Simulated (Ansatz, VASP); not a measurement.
## One calculation of Se, two programs

```
Se
1.0
     0.00000    3.12557    3.12557
     3.12557    0.00000    3.12557
     3.12557    3.12557    0.00000
Se
2
Cartesian
  3.1256 3.1256 3.1256
  4.6883 4.6883 4.6883
```

Alike in both runs: task single point; functional r2SCAN; k mesh 6 × 6 × 6; occupations gaussian, width 0.1 eV; no spin polarisation.

|  | VASP | Ansatz |
| --- | --- | --- |
| version | VASP 6.6.1 | Ansatz 0.2.0 |
| potentials or method | VASP PAW PBE potentials, release 64 (Se), cutoff 550 eV | scalar-relativistic, plane waves, PAW |
| valence electrons in the cell | 12 | 32 |

VASP gave:

```
gap on the k mesh at the Fermi level (eV) : none
pressure (GPa)                            : 0.7
```

**Question.** Estimate Ansatz's values.

**Answer.** gap on the k mesh at the Fermi level (eV): none; pressure (GPa): 0.8.

VASP's potentials were made for PBE, not for r2SCAN. A gap of «none» marks a metal or a gap that the smearing closes. VASP's potentials hold 12 valence electrons a cell and Ansatz's 32, so a difference there can come from the potentials and not from the codes.
